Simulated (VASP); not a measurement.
**Pt: single point with PBEsol**

Pt:

```
Pt
1.0
    -3.12088    0.00000    0.00000
     0.00000   -3.12088    0.00000
     0.00000    0.00000    9.11265
Pt
6
Direct
  0.50000 0.50000 0.08560
  0.00000 0.00000 0.94180
  0.50000 0.50000 0.42808
  0.00000 0.00000 0.25684
  0.50000 0.50000 0.77056
  0.00000 0.00000 0.59932
```

* Program: VASP 6.6.1
* Task: single point
* Functional: PBEsol
* Potentials or basis: VASP PAW PBE potentials, release 64 (Pt)
* Cutoff: 520 eV
* k mesh: 14 × 14 × 5
* Occupations: gaussian, width 0.15 eV
* Spin: no spin polarisation

* Pressure: 9.4 GPa
* Largest force: 1.789 eV/Å
* Band gap on the k mesh: zero (bands 30 and 31 overlap by 1.18 eV)

Forces on the atoms (eV/Å):
```
Pt   0.000  0.000  1.789
Pt   0.000  0.000 -1.789
Pt   0.000  0.000 -0.025
Pt   0.000  0.000  0.369
Pt   0.000  0.000 -0.369
Pt   0.000  0.000  0.025
```

Stress tensor (GPa, compression positive):
```
10.85  0.00  0.00
 0.00 10.85  0.00
 0.00  0.00  6.56
```

Levels at points of the mesh, in eV from the Fermi level:
```csv
k point,band 27,band 28,band 29,band 30,band 31,band 32,band 33,band 34
"(0.00, 0.00, 0.00)",-0.89,-0.58,-0.55,-0.42,0.53,0.53,0.68,2.02
"(0.50, 0.00, 0.00)",-0.15,-0.15,0.46,0.46,0.54,0.54,0.71,0.71
"(0.50, 0.50, 0.00)",-0.65,-0.65,-0.16,-0.16,1.09,1.09,5.25,5.25
```

It took 2.1 min on 1 thread of Intel(R) Xeon(R) 6975P-C (Granite Rapids), on a shared host, peak memory 0.37 GiB.

Caveat: the cell stands under pressure; the PAW data sets were made with another functional, which shifts forces and pressure a little; spin-orbit coupling is left out, which moves the levels of the heavy elements.
